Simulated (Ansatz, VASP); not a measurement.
## One calculation of N, two programs

```
N
1.0
     5.72334    0.00000    0.00000
     0.00000    5.72334    0.00000
     0.00000    0.00000    5.72334
N
4
Direct
  0.03000 0.03000 0.03000
  0.47000 0.97000 0.53000
  0.53000 0.47000 0.97000
  0.97000 0.53000 0.47000
```

Change from the starting cell: volume scaled by 1.04.

Alike in both runs: task single point; functional PBEsol; k mesh 4 × 4 × 4; occupations fermi-dirac, width 0.02 eV; no spin polarisation.

|  | VASP | Ansatz |
| --- | --- | --- |
| version | VASP 6.6.1 | Ansatz 0.2.0 |
| potentials or method | VASP PAW PBE potentials, release 64 (N), cutoff 520 eV | all-electron LAPW, scalar-relativistic |

Ansatz gave:

| Item | Value |
| --- | --- |
| pressure (GPa) | -3.7 |
| rms of the force components (eV/Å) | 0.212 |

Problem. What did VASP give for the same quantities?

Solution. Pressure (GPa): -3.8; rms of the force components (eV/Å): 0.212.

VASP's potentials were made for PBE, not for PBEsol. Atom by atom the forces differ by 0.001 eV/Å (rms over components). Ansatz ran all-electron here, and VASP with PAW potentials.
